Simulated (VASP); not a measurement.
BeTe:

```
Be Te
1.0
     0.00000    2.68719    2.93083
     2.68719    0.00000    2.93083
     2.68719    2.68719    0.00000
Be Te
1 1
Direct
  0.00000 0.00000 0.00000
  0.25000 0.25000 0.25000
```

This cell differs from its parent crystal: epitaxial xy strain -5.0%.

Base run:

* Program: VASP 6.6.1
* Functional: PBE
* Potentials or basis: VASP PAW PBE potentials, release 64 (Be, Te)
* Cutoff: 520 eV
* k mesh: 8 × 8 × 8
* Occupations: fermi-dirac, width 0.02 eV
* Spin: no spin polarisation

Its results: band gap on the k mesh 1.45 eV, indirect (least direct gap 3.36 eV); pressure 4.7 GPa.

Q: The run is repeated on the same cell with these changes: k mesh from 8 × 8 × 8 to 4 × 4 × 4; occupations from fermi-dirac, width 0.02 eV to gaussian, width 0.01 eV. What comes out?

A: Band gap on the k mesh 1.44 eV, indirect (least direct gap 3.34 eV); pressure 5.2 GPa.

Caveats: some runs use coarse meshes; spin-orbit coupling is left out, which moves the levels of the heavy elements.

A k mesh can miss the band edges.
